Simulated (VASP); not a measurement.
# Li (Im-3m) in VASP: a series of runs

Li is run at these levels: RPBE, BLYP+D3(BJ); tasks: relaxation of cell and atoms.

All numbers are computed with VASP 6.6.1; they aren't measurements. Logs are shortened: lines on timing, memory, paths and dates and some standing lists are left out, and cuts for length are marked.

## 1. The cell of the first run

It takes space group Im-3m (No. 229, cubic). Conventional cell: a = 3.509 Å, b = 3.509 Å, c = 3.509 Å, α = 90.00°, β = 90.00°, γ = 90.00°. Li (site symmetry m-3m) has 14 Li at 3.04 to 3.51 Å within 4.0 Å.

## 2. Relaxation of cell and atoms, RPBE

File INCAR:

```
ALGO = Normal
EDIFF = 1E-6
EDIFFG = -0.01
ENCUT = 600
GGA = RP
IBRION = 2
ISIF = 3
ISMEAR = -1
LASPH = T
LCHARG = F
LREAL = F
LWAVE = F
NELM = 60
NSW = 60
PREC = Accurate
SIGMA = 0.05
```

File KPOINTS:

```
k-points
0
Gamma
  11 11 11
```

File POSCAR:

```
Li
1.0
   -1.7546500000      1.7546500000      1.7546500000
    1.7546500000     -1.7546500000      1.7546500000
    1.7546500000      1.7546500000     -1.7546500000
Li
1
Direct
    0.0000000000      0.0000000000      0.0000000000
```

Potentials or basis: VASP PAW PBE potentials, release 64 (Li_sv).

Command:

```sh
cat potpaw_PBE.64/Li_sv/POTCAR > POTCAR
mpirun -np 1 vasp_std > vasp.out
```

OUTCAR:

```text
EDIFF = 1E-6
   EDIFFG = -0.01
   ENCUT = 600
   GGA = RP
   IBRION = 2
   ISIF = 3
   ISMEAR = -1
   LASPH = T
   LREAL = F
   NELM = 60
   NSW = 60
   PREC = Accurate

 ion  position               nearest neighbor table
   1  0.000  0.000  0.000-

  LATTYP: Found a body centered cubic cell.
 ALAT       =     3.5093000000

  Lattice vectors:

 A1 = (  -1.7546500000,   1.7546500000,   1.7546500000)
 A2 = (   1.7546500000,  -1.7546500000,   1.7546500000)
 A3 = (   1.7546500000,   1.7546500000,  -1.7546500000)

Analysis of symmetry for initial positions (statically):
=====================================================================
 Subroutine PRICEL returns:
 Original cell was already a primitive cell.

 Routine SETGRP: Setting up the symmetry group for a
 body centered cubic supercell.

 Subroutine GETGRP returns: Found 48 space group operations
 (whereof 48 operations were pure point group operations)
 out of a pool of 48 trial point group operations.

The static configuration has the point symmetry O_h .

Analysis of symmetry for dynamics (positions and initial velocities):
=====================================================================
 Subroutine PRICEL returns:
 Original cell was already a primitive cell.

 Routine SETGRP: Setting up the symmetry group for a
 body centered cubic supercell.

 Subroutine GETGRP returns: Found 48 space group operations
 (whereof 48 operations were pure point group operations)
 out of a pool of 48 trial point group operations.

The dynamic configuration has the point symmetry O_h .

 Subroutine INISYM returns: Found 48 space group operations
 (whereof 48 operations are pure point group operations),
 and found     1 'primitive' translations

----------------------------------------------------------------------------------------

                                     Primitive cell

  volume of cell :      21.6088

  direct lattice vectors                    reciprocal lattice vectors
    -1.754650000  1.754650000  1.754650000     0.000000000  0.284957114  0.284957114
     1.754650000 -1.754650000  1.754650000     0.284957114  0.000000000  0.284957114
     1.754650000  1.754650000 -1.754650000     0.284957114  0.284957114  0.000000000

  length of vectors
     3.039142950  3.039142950  3.039142950     0.402990215  0.402990215  0.402990215

  position of ions in fractional coordinates (direct lattice)
     0.000000000  0.000000000  0.000000000

  ion indices of the primitive-cell ions
   primitive index   ion index
                 1           1

----------------------------------------------------------------------------------------

 KPOINTS: k-points

Automatic generation of k-mesh.
 Grid dimensions read from file:
 generate k-points for:   11   11   11

 Generating k-lattice:

  Cartesian coordinates                     Fractional coordinates (reciprocal lattice)
     0.000000000  0.025905192  0.025905192     0.090909091  0.000000000  0.000000000
     0.025905192  0.000000000  0.025905192     0.000000000  0.090909091  0.000000000
     0.025905192  0.025905192  0.000000000     0.000000000  0.000000000  0.090909091

  Length of vectors
     0.036635474  0.036635474  0.036635474

  Shift w.r.t. Gamma in fractional coordinates (k-lattice)
     0.000000000  0.000000000  0.000000000

 Subroutine IBZKPT returns following result:
 ===========================================

 Found     56 irreducible k-points:

 Following reciprocal coordinates:
            Coordinates               Weight
  0.000000  0.000000  0.000000      1.000000
  0.090909  0.000000  0.000000     12.000000
  0.181818  0.000000  0.000000     12.000000
  0.272727  0.000000  0.000000     12.000000
  0.363636  0.000000  0.000000     12.000000
  0.454545  0.000000  0.000000     12.000000
[... 16 lines left out ...]
  0.272727  0.181818  0.090909     48.000000
  0.363636  0.181818  0.090909     24.000000
 [... further k-points ...]
   k-points           NKPTS =     56   k-points in BZ     NKDIM =     56   number of bands    NBANDS=      5
   number of dos      NEDOS =    301   number of ions     NIONS =      1
   total plane-waves  NPLWV =  13824
   dimension x,y,z NGX =    24 NGY =   24 NGZ =   24
   dimension x,y,z NGXF=    48 NGYF=   48 NGZF=   48
   ions per type =               1
   NGX,Y,Z   is equivalent  to a cutoff of  13.13, 13.13, 13.13 a.u.
   NGXF,Y,Z  is equivalent  to a cutoff of  26.26, 26.26, 26.26 a.u.
 SYSTEM =  unknown system
   PREC   = accura    normal or accurate (medium, high low for compatibility)
   ISTART =      0    job   : 0-new  1-cont  2-samecut
   ICHARG =      2    charge: 1-file 2-atom 10-const
   ISPIN  =      1    spin polarized calculation?
   LNONCOLLINEAR =      F non collinear calculations
   LSORBIT =      F    spin-orbit coupling
   LASPH  =      T    aspherical Exc in radial PAW
   ENCUT  =  600.0 eV  44.10 Ry    6.64 a.u.   6.07  6.07  6.07*2*pi/ulx,y,z
   NELM   =     60;   NELMIN=  2; NELMDL= -5     # of ELM steps
   EDIFF  = 0.1E-05   stopping-criterion for ELM
   LREAL  =      F    real-space projection
   EDIFFG = -.1E-01   stopping-criterion for IOM
   NSW    =     60    number of steps for IOM
   IBRION =      2    ionic relax: 0-MD 1-quasi-New 2-CG
   NFREE  =      1    steps in history (QN), initial steepest desc. (CG)
   ISIF   =      3    stress and relaxation
   ISYM   =      2    0-nonsym 1-usesym 2-fastsym
   POTIM  = 0.5000    time-step for ionic-motion
   TEBEG  =    0.0;   TEEND  =   0.0 temperature during run
   PSTRESS=    0.0 pullay stress
   NELECT =       3.0000    total number of electrons
   NUPDOWN=      -1.0000    fix difference up-down
   EMIN   =  10.00;   EMAX   =-10.00  energy-range for DOS
   EFERMI =   0.00;   METHOD = LEGACY
   ISMEAR =    -1;   SIGMA  =   0.05  broadening in eV -4-tet -1-fermi 0-gaus
   EFERMI_NEDOS =   21; number of points for ismear=-14 and -15
   IALGO  =     38    algorithm
   IMIX   =      4    mixing-type and parameters
     AMIX     =   0.40;   BMIX     =  1.00
     AMIX_MAG =   1.60;   BMIX_MAG =  1.00
  volume/ion in A,a.u.               =      21.61       145.82
  Fermi-wavevector in a.u.,A,eV,Ry     =   0.847692  1.601906  9.776898  0.718582
  Thomas-Fermi vector in A             =   1.963238
   LORBIT       =      0    0 simple, 1 ext, 2 COOP (PROOUT), +10 PAW based schemes
   GGA     = RP    functional components
   LHFCALC =     F    Hartree Fock is set to
   AEXX    =    0.0000 exact exchange contribution
   IVDW    =     0    specifies the selected vdW correction
   LEPSILON=     F    determine dielectric tensor
   LRPA    =     F    only Hartree local field effects (RPA)
 conjugate gradient relaxation of ions
 non-spin polarized calculation
  energy-cutoff  :      600.00
  volume of cell :       21.61
 maximum number of plane-waves:       730
   NGX = 13   NGY = 13   NGZ = 13

--------------------------------------- Ionic step        1  -------------------------------------------

 number of electron       2.9999991 magnetization

 Free energy of the ion-electron system (eV)
  ---------------------------------------------------
  ext. energy  EPLUGINS =         0.00000000
  ---------------------------------------------------
  free energy    TOTEN  =        -1.81576215 eV

  energy without entropy =       -1.81206437  energy(sigma->0) =       -1.81391326

------------------------ aborting loop because EDIFF is reached ----------------------------------------

  FORCE on cell =-STRESS in cart. coord.  units (eV):
  Direction    XX          YY          ZZ          XY          YZ          ZX
  --------------------------------------------------------------------------------------
  -------------------------------------------------------------------------------------
  Total       -0.0653492     -0.0653492     -0.0653492      0.0000000      0.0000000     -0.0000000
  in kB       -4.8452882     -4.8452882     -4.8452882      0.0000000      0.0000000     -0.0000000
  external PRESSURE =      -4.8452882 kB  Pullay stress =       0.0000000 kB
[... 55 lines left out ...]
  energy  without entropy=       -1.8126038356  energy(sigma->0) =       -1.81445430

--------------------------------------- Ionic step        3  -------------------------------------------

 number of electron       2.9999993 magnetization

 Free energy of the ion-electron system (eV)
  ---------------------------------------------------
  ext. energy  EPLUGINS =         0.00000000
  ---------------------------------------------------
  free energy    TOTEN  =        -1.81707970 eV

  energy without entropy =       -1.81336874  energy(sigma->0) =       -1.81522422

 E-fermi :   0.6338     XC(G=0):  -6.9481

 val. band max:        0.6301575398   @ k =   0.4545   0.0000   0.0000
 cond. band min:       0.8042314081   @ k =   0.1818   0.1818   0.1818
 fundamental gap:      0.1740738684
 Fermi energy:         0.6337732423

 k-point     1 :       0.0000    0.0000    0.0000
  band No.  band energies     occupation
      1     -46.1488      2.00000
      2      -2.9226      2.00000
      3      15.1917      0.00000
      4      15.1917      0.00000
      5      15.1918      0.00000

 k-point     2 :       0.0909    0.0000    0.0000
  band No.  band energies     occupation
      1     -46.1476      2.00000
      2      -2.7679      2.00000
      3      14.0705      0.00000
      4      14.4496      0.00000
      5      14.9057      0.00000
[... 169 lines left out ...]
 k-point    24 :       0.3636    0.1818    0.0909
  band No.  band energies     occupation
      1     -46.1313      2.00000
      2       1.8413      0.00000
      3       3.8378      0.00000
      4       7.2722      0.00000
      5       9.8246      0.00000

 [... further k-points ...]
[... 5 lines left out ...]
  --------------------------------------------------------------------------------------
  -------------------------------------------------------------------------------------
  Total       -0.0038047     -0.0038047     -0.0038047     -0.0000000     -0.0000000      0.0000000
  in kB       -0.2930448     -0.2930448     -0.2930448     -0.0000000     -0.0000000      0.0000000
  external PRESSURE =      -0.2930448 kB  Pullay stress =       0.0000000 kB
[... 16 lines left out ...]
  FREE ENERGIE OF THE ION-ELECTRON SYSTEM (eV)
  ---------------------------------------------------
  free  energy   TOTEN  =        -1.8170797021 eV

  energy  without entropy=       -1.8133687386  energy(sigma->0) =       -1.81522422

 reached required accuracy - stopping structural energy minimisation
```

Run time: 8.5 s. Hardware: 1 thread of AMD EPYC 7R13 (Zen 3), shared host; peak memory 0.1 GiB.

Results:

| Item | Value |
| --- | --- |
| Free energy | -1.8171 eV |
| Relaxed volume | 20.80 Å³/atom |
| Relaxed cell | a = 3.001 Å, b = 3.001 Å, c = 3.001 Å, α = 109.47°, β = 109.47°, γ = 109.47° |
| Space group after relaxing (to 0.05 Å) | Im-3m (No. 229) |
| Energy gained by relaxing | 1.3 meV/atom |
| Ionic steps | 3 |
| Pressure after relaxing | 0.0 GPa |

Step by step:
```
step  energy change (eV)  largest force (eV/Å)  pressure (GPa)  volume (Å³)
   1              0.0000                0.0000           -0.48        21.61
   2             -0.0005                0.0000           -0.37        21.41
   3             -0.0013                0.0000           -0.03        20.80
```

Final structure:
```
CELL_PARAMETERS angstrom
-1.73252 1.73252 1.73252
1.73252 -1.73252 1.73252
1.73252 1.73252 -1.73252
ATOMIC_POSITIONS crystal
Li 0.00000 0.00000 0.00000
```

Caveat: the cutoff is under 1.25 times the usual one of these potentials, so pressure, stress and relaxed cells hold a basis-set (Pulay) error; the PAW data sets were made with another functional, which shifts forces and pressure a little.

## 3. Relaxation of cell and atoms, BLYP+D3(BJ)

File INCAR:

```
PREC = Accurate
ENCUT = 600
EDIFF = 1E-6
ISMEAR = -1
SIGMA = 0.05
LREAL = F
LASPH = T
NELM = 100
ALGO = Normal
ISIF = 3
LWAVE = F
LCHARG = F
GGA = B5
ALDAX = 1.0
AGGAX = 1.0
AGGAC = 1.0
ALDAC = 0.0
IVDW = 12
VDW_S6 = 1.0
VDW_S8 = 2.6996
VDW_A1 = 0.4298
VDW_A2 = 4.2359
IBRION = 2
NSW = 60
EDIFFG = -0.01
```

File KPOINTS:

```
Automatic mesh
0
Gamma
  11 11 11
```

POSCAR is that of step 2.

Potentials or basis: VASP PAW PBE potentials, release 64 (Li_sv).

Command:

```sh
cat potpaw_PBE.64/Li_sv/POTCAR > POTCAR
mpirun -np 1 vasp_std > vasp.out
```

Wall time 35 s (1 thread of AMD EPYC 7R13 (Zen 3), shared host); peak memory 0.11 GiB.

Results (log left out):

| Item | Value |
| --- | --- |
| Free energy | -2.0077 eV |
| Relaxed volume | 15.61 Å³/atom |
| Relaxed cell | a = 2.727 Å, b = 2.727 Å, c = 2.727 Å, α = 109.47°, β = 109.47°, γ = 109.47° |
| Space group after relaxing (to 0.05 Å) | Im-3m (No. 229) |
| Energy gained by relaxing | 82.5 meV/atom |
| Ionic steps | 6 |
| Pressure after relaxing | 0.0 GPa |
| Dispersion energy per atom | -0.491 eV |

Step by step:
```tsv
step	energy change (eV)	largest force (eV/Å)	pressure (GPa)	volume (Å³)
1	0.0000	0.0000	-3.50	21.61
2	-0.0298	0.0000	-3.11	20.16
3	-0.0770	0.0000	-1.27	16.93
4	0.0184	0.0000	9.79	11.53
5	-0.0821	0.0000	-0.39	15.97
6	-0.0825	0.0000	0.04	15.61
```

Final structure:
```
CELL_PARAMETERS angstrom
-1.57452 1.57452 1.57452
1.57452 -1.57452 1.57452
1.57452 1.57452 -1.57452
ATOMIC_POSITIONS crystal
Li 0.00000 0.00000 0.00000
```

Levels at points of the mesh, in eV from the Fermi level:
| k point | band 1 | band 2 | band 3 | band 4 | band 5 |
| --- | --- | --- | --- | --- | --- |
| (0.00, 0.00, 0.00) | -46.84 | -3.87 | 17.21 | 17.21 | 17.21 |

Caveat: the cutoff is under 1.25 times the usual one of these potentials, so pressure, stress and relaxed cells hold a basis-set (Pulay) error; the volume moved by over 15 % at a fixed basis, so the end points are rough; the PAW data sets were made with another functional, which shifts forces and pressure a little; the volume moved by -28 % from the deposited cell, more than functionals usually miss; pairwise dispersion overbinds metals, which lowers pressure and volume.

## 4. Comparison with measurements

Step 2. The cell as given is a measured one (21.61 Å³/atom); RPBE puts the equilibrium volume -3.7 % from it, thermal expansion not counted.

Step 3. The cell as given is a measured one (21.61 Å³/atom); BLYP+D3(BJ) puts the equilibrium volume -27.7 % from it, thermal expansion not counted.
